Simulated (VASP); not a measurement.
# Al2Pt (Fm-3m) in VASP: electric field gradients with PBE

Aim: the electric field gradients of Al2Pt with PBE.

Program: VASP 6.6.1. These are calculated values, not measurements. Logs are shortened: lines on timing, memory, paths and dates and some standing lists are left out, and cuts for length are marked.

### Step 1. The cell of the first run

It takes space group Fm-3m (No. 225, cubic). Conventional cell: a = 5.910 Å, b = 5.910 Å, c = 5.910 Å, α = 90.00°, β = 90.00°, γ = 90.00°. Within 3.4 Å of Al (site symmetry -43m) lie 4 Pt at 2.56 Å and 6 Al at 2.96 Å. Within 3.4 Å of Pt (site symmetry m-3m) lie 8 Al at 2.56 Å.

### Step 2. Electric field gradients, PBE

Contents of INCAR:

```
PREC = Accurate
ENCUT = 520
EDIFF = 1E-8
ISMEAR = -1
SIGMA = 0.05
LREAL = F
LASPH = T
NELM = 100
ALGO = Normal
ISIF = 2
LWAVE = F
LCHARG = F
GGA = PE
LEFG = T
NBANDS = 15
```

Contents of KPOINTS:

```
regular mesh
0
Gamma
  10 10 10
```

Contents of POSCAR:

```
Al2Pt
1.0
    0.0000000000      2.9550000000      2.9550000000
    2.9550000000      0.0000000000      2.9550000000
    2.9550000000      2.9550000000      0.0000000000
Al Pt
2 1
Direct
    0.2500000000      0.2500000000      0.2500000000
    0.7500000000      0.7500000000      0.7500000000
    0.0000000000      0.0000000000      0.0000000000
```

Potentials or basis: VASP PAW PBE potentials, release 64 (Al, Pt).

The run is started by

```sh
$ cat potpaw_PBE.64/Al/POTCAR potpaw_PBE.64/Pt/POTCAR > POTCAR
$ mpirun -np 1 vasp_std > vasp.out
```

OUTCAR:

```text
PREC = Accurate
   ENCUT = 520
   EDIFF = 1E-8
   ISMEAR = -1
   LREAL = F
   LASPH = T
   NELM = 100
   ISIF = 2
   GGA = PE

 ion  position               nearest neighbor table
   1  0.250  0.250  0.250-   3 2.56   3 2.56   3 2.56   3 2.56   2 2.96   2 2.96   2 2.96   2 2.96
                             2 2.96   2 2.96
   2  0.750  0.750  0.750-   3 2.56   3 2.56   3 2.56   3 2.56   1 2.96   1 2.96   1 2.96   1 2.96
                             1 2.96   1 2.96
   3  0.000  0.000  0.000-   2 2.56   2 2.56   2 2.56   1 2.56   2 2.56   1 2.56   1 2.56   1 2.56

  LATTYP: Found a face centered cubic cell.
 ALAT       =     5.9100000000

  Lattice vectors:

 A1 = (   0.0000000000,   2.9550000000,   2.9550000000)
 A2 = (   2.9550000000,   0.0000000000,   2.9550000000)
 A3 = (   2.9550000000,   2.9550000000,   0.0000000000)

Analysis of symmetry for initial positions (statically):
=====================================================================
 Subroutine PRICEL returns:
 Original cell was already a primitive cell.

 Routine SETGRP: Setting up the symmetry group for a
 face centered cubic supercell.

 Subroutine GETGRP returns: Found 48 space group operations
 (whereof 48 operations were pure point group operations)
 out of a pool of 48 trial point group operations.

The static configuration has the point symmetry O_h .

Analysis of symmetry for dynamics (positions and initial velocities):
=====================================================================
 Subroutine PRICEL returns:
 Original cell was already a primitive cell.

 Routine SETGRP: Setting up the symmetry group for a
 face centered cubic supercell.

 Subroutine GETGRP returns: Found 48 space group operations
 (whereof 48 operations were pure point group operations)
 out of a pool of 48 trial point group operations.

The dynamic configuration has the point symmetry O_h .

 Subroutine INISYM returns: Found 48 space group operations
 (whereof 48 operations are pure point group operations),
 and found     1 'primitive' translations

----------------------------------------------------------------------------------------

                                     Primitive cell

  volume of cell :      51.6063

  direct lattice vectors                    reciprocal lattice vectors
     0.000000000  2.955000000  2.955000000    -0.169204738  0.169204738  0.169204738
     2.955000000  0.000000000  2.955000000     0.169204738 -0.169204738  0.169204738
     2.955000000  2.955000000  0.000000000     0.169204738  0.169204738 -0.169204738

  length of vectors
     4.179001077  4.179001077  4.179001077     0.293071203  0.293071203  0.293071203

  position of ions in fractional coordinates (direct lattice)
     0.250000000  0.250000000  0.250000000
     0.750000000  0.750000000  0.750000000
     0.000000000  0.000000000  0.000000000

  ion indices of the primitive-cell ions
   primitive index   ion index
                 1           1
                 2           2
                 3           3

----------------------------------------------------------------------------------------

 KPOINTS: regular mesh

Automatic generation of k-mesh.
 Grid dimensions read from file:
 generate k-points for:   10   10   10

 Generating k-lattice:

  Cartesian coordinates                     Fractional coordinates (reciprocal lattice)
    -0.016920474  0.016920474  0.016920474     0.100000000  0.000000000  0.000000000
     0.016920474 -0.016920474  0.016920474     0.000000000  0.100000000  0.000000000
     0.016920474  0.016920474 -0.016920474     0.000000000  0.000000000  0.100000000

  Length of vectors
     0.029307120  0.029307120  0.029307120

  Shift w.r.t. Gamma in fractional coordinates (k-lattice)
     0.000000000  0.000000000  0.000000000

[... 38 lines left out ...]
   NGX,Y,Z   is equivalent  to a cutoff of  12.73, 12.73, 12.73 a.u.
   NGXF,Y,Z  is equivalent  to a cutoff of  25.46, 25.46, 25.46 a.u.
 SYSTEM =  unknown system
   PREC   = accura    normal or accurate (medium, high low for compatibility)
   ISTART =      0    job   : 0-new  1-cont  2-samecut
   ICHARG =      2    charge: 1-file 2-atom 10-const
   ISPIN  =      1    spin polarized calculation?
   LNONCOLLINEAR =      F non collinear calculations
   LSORBIT =      F    spin-orbit coupling
   LASPH  =      T    aspherical Exc in radial PAW
   ENCUT  =  520.0 eV  38.22 Ry    6.18 a.u.   7.77  7.77  7.77*2*pi/ulx,y,z
   NELM   =    100;   NELMIN=  2; NELMDL= -5     # of ELM steps
   EDIFF  = 0.1E-07   stopping-criterion for ELM
   LREAL  =      F    real-space projection
   EDIFFG = 0.1E-06   stopping-criterion for IOM
   NSW    =      0    number of steps for IOM
   IBRION =     -1    ionic relax: 0-MD 1-quasi-New 2-CG
   NFREE  =      0    steps in history (QN), initial steepest desc. (CG)
   ISIF   =      2    stress and relaxation
   ISYM   =      2    0-nonsym 1-usesym 2-fastsym
   POTIM  = 0.5000    time-step for ionic-motion
   TEBEG  =    0.0;   TEEND  =   0.0 temperature during run
   PSTRESS=    0.0 pullay stress
   NELECT =      16.0000    total number of electrons
   NUPDOWN=      -1.0000    fix difference up-down
   EMIN   =  10.00;   EMAX   =-10.00  energy-range for DOS
   EFERMI =   0.00;   METHOD = LEGACY
   ISMEAR =    -1;   SIGMA  =   0.05  broadening in eV -4-tet -1-fermi 0-gaus
   EFERMI_NEDOS =   21; number of points for ismear=-14 and -15
   IALGO  =     38    algorithm
   IMIX   =      4    mixing-type and parameters
     AMIX     =   0.40;   BMIX     =  1.00
     AMIX_MAG =   1.60;   BMIX_MAG =  1.00
  volume/ion in A,a.u.               =      17.20       116.09
  Fermi-wavevector in a.u.,A,eV,Ry     =   1.108019  2.093853 16.703966  1.227707
  Thomas-Fermi vector in A             =   2.244541
   LORBIT       =      0    0 simple, 1 ext, 2 COOP (PROOUT), +10 PAW based schemes
   GGA     = PE    functional components
   LHFCALC =     F    Hartree Fock is set to
   AEXX    =    0.0000 exact exchange contribution
   IVDW    =     0    specifies the selected vdW correction
   LEPSILON=     F    determine dielectric tensor
   LRPA    =     F    only Hartree local field effects (RPA)
 non-spin polarized calculation
  energy-cutoff  :      520.00
  volume of cell :       51.61
 maximum number of plane-waves:      1411
   NGX = 15   NGY = 15   NGZ = 15

 number of electron      16.0000000 magnetization

 Free energy of the ion-electron system (eV)
  ---------------------------------------------------
  ext. energy  EPLUGINS =         0.00000000
  ---------------------------------------------------
  free energy    TOTEN  =       -16.25809522 eV

  energy without entropy =      -16.24940663  energy(sigma->0) =      -16.25375092

 E-fermi :   7.8863     XC(G=0): -10.7014

 val. band max:        7.8505965338   @ k =   0.5000   0.3000   0.1000
 cond. band min:       7.9920163469   @ k =   0.2000   0.0000   0.0000
 fundamental gap:      0.1414198131
 Fermi energy:         7.8863172407

 k-point     1 :       0.0000    0.0000    0.0000
  band No.  band energies     occupation
      1      -2.3287      2.00000
      2       2.8480      2.00000
      3       2.8480      2.00000
      4       2.8480      2.00000
      5       4.2041      2.00000
      6       4.2041      2.00000
      7      10.8553      0.00000
      8      11.7229      0.00000
      9      11.7229      0.00000
     10      11.7229      0.00000
     11      13.3100      0.00000
     12      13.3100      0.00000
     13      13.3100      0.00000
     14      14.2366      0.00000
[... 401 lines left out ...]
      2       1.9961      2.00000
      3       3.1715      2.00000
      4       3.6379      2.00000
      5       3.8193      2.00000
      6       4.5744      2.00000
      7       5.5535      2.00000
      8       7.2574      1.99999
      9       7.3120      1.99998
     10      11.1437      0.00000
     11      11.7656      0.00000
     12      15.4473      0.00000
     13      16.2147      0.00000
     14      16.9104      0.00000
     15      17.5819      0.00000

 [... further k-points ...]
[... 5 lines left out ...]
  --------------------------------------------------------------------------------------
  -------------------------------------------------------------------------------------
  Total        0.7442858      0.7442858      0.7442858     -0.0000000      0.0000000      0.0000000
  in kB       23.1072284     23.1072284     23.1072284     -0.0000000      0.0000000      0.0000000
  external PRESSURE =      23.1072284 kB  Pullay stress =       0.0000000 kB

 VOLUME and BASIS-vectors are now :
 -----------------------------------------------------------------------------
  energy-cutoff  :      520.00
  volume of cell :       51.61
      direct lattice vectors                 reciprocal lattice vectors
     0.000000000  2.955000000  2.955000000    -0.169204738  0.169204738  0.169204738
     2.955000000  0.000000000  2.955000000     0.169204738 -0.169204738  0.169204738
     2.955000000  2.955000000  0.000000000     0.169204738  0.169204738 -0.169204738

 POSITION                                       TOTAL-FORCE (eV/Angst)
 -----------------------------------------------------------------------------------
      1.47750      1.47750      1.47750        -0.000000     -0.000000     -0.000000
      4.43250      4.43250      4.43250         0.000000      0.000000      0.000000
      0.00000      0.00000      0.00000         0.000000     -0.000000      0.000000
 -----------------------------------------------------------------------------------
    total drift:                                0.000000     -0.000000      0.000000

  FREE ENERGIE OF THE ION-ELECTRON SYSTEM (eV)
  ---------------------------------------------------
  free  energy   TOTEN  =       -16.2580952172 eV

  energy  without entropy=      -16.2494066277  energy(sigma->0) =      -16.25375092

 Electric field gradients (V/A^2)
---------------------------------------------------------------------
 ion       V_xx      V_yy      V_zz      V_xy      V_xz      V_yz
---------------------------------------------------------------------
   1      -0.000    -0.000     0.000     0.000     0.000     0.000
   2      -0.000    -0.000     0.000     0.000     0.000     0.000
   3      -0.000    -0.000     0.000     0.000     0.000     0.000
---------------------------------------------------------------------

 Electric field gradients after diagonalization (V/A^2)
 (convention: |V_zz| > |V_xx| > |V_yy|)
----------------------------------------------------------------------
 ion       V_xx      V_yy      V_zz     asymmetry (V_yy - V_xx)/ V_zz
----------------------------------------------------------------------
   1      -0.000    -0.000     0.000       0.000
   2      -0.000    -0.000     0.000       0.000
   3      -0.000    -0.000     0.001       0.000
----------------------------------------------------------------------

           NMR quadrupolar parameters

 Cq : quadrupolar parameter    Cq=e*Q*V_zz/h
 eta: asymmetry parameters     (V_yy - V_xx)/ V_zz
 Q  : nuclear electric quadrupole moment in mb (millibarn)
----------------------------------------------------------------------
 ion       Cq(MHz)       eta       Q (mb)
----------------------------------------------------------------------
   1       0.000       0.000       1.000
   2       0.000       0.000       1.000
   3       0.000       0.000       1.000
----------------------------------------------------------------------
```

It took 17 s on 1 thread of Intel Xeon Platinum 8488C (Sapphire Rapids), shared host; peak memory 0.19 GiB.

Results:

| Quantity | Value |
| --- | --- |
| Free energy | -16.2581 eV |
| Pressure | 2.3 GPa |
| Band gap on the k mesh | zero (band 8 reaches 11.72 eV, above the bottom of band 9 at 6.29 eV) |

Levels at points of the mesh, in eV from the Fermi level:
| k point | band 4 | band 5 | band 6 | band 7 | band 8 | band 9 | band 10 | band 11 | band 12 | band 13 |
| --- | --- | --- | --- | --- | --- | --- | --- | --- | --- | --- |
| (0.00, 0.00, 0.00) | -5.04 | -3.68 | -3.68 | 2.97 | 3.84 | 3.84 | 3.84 | 5.42 | 5.42 | 5.42 |
| (0.50, 0.00, 0.00) | -4.72 | -3.69 | -3.46 | -3.46 | 1.03 | 1.03 | 3.78 | 5.17 | 5.17 | 5.39 |
| (0.50, 0.50, 0.00) | -3.77 | -3.77 | -3.40 | -3.18 | -1.59 | -1.59 | 3.16 | 3.40 | 8.08 | 10.78 |

Caveat: without QUAD_EFG the Cq values of the log hold for a quadrupole moment of 1 mb, not for the nuclei; spin-orbit coupling is left out, which moves the levels of the heavy elements.
